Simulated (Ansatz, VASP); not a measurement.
One calculation of TiAl, two programs

```xyz
2
Lattice="3.3322 0.0000 0.0000 0.0000 3.3322 0.0000 0.0000 0.0000 2.8324" Properties=species:S:1:pos:R:3 pbc="T T T"
Ti    0.0000    0.0000    0.0000
Al    1.6661    1.6661    1.4162
```

Alike in both runs: task single point; functional PBEsol; k mesh 22 × 22 × 22; occupations gaussian, width 0.15 eV; no spin polarisation.

|  | VASP | Ansatz |
| --- | --- | --- |
| version | VASP 6.6.1 | Ansatz 0.2.0 |
| potentials or method | VASP PAW PBE potentials, release 64 (Ti_sv, Al), cutoff 520 eV | scalar-relativistic, plane waves, PAW |
| valence electrons in the cell | 15 | 15 |

```tsv
	VASP	Ansatz	Ansatz less VASP
gap on the k mesh at the Fermi level (eV)	none	none	-
pressure (GPa)	1.0	0.9	-0.05
traceless stress, the component that is largest in VASP (GPa)	0.58	0.57	-0.008
```

VASP's potentials were made for PBE, not for PBEsol. A gap of «none» marks a metal or a gap that the smearing closes. The functional is the same, so the differences come from potentials, cutoffs and numerics.
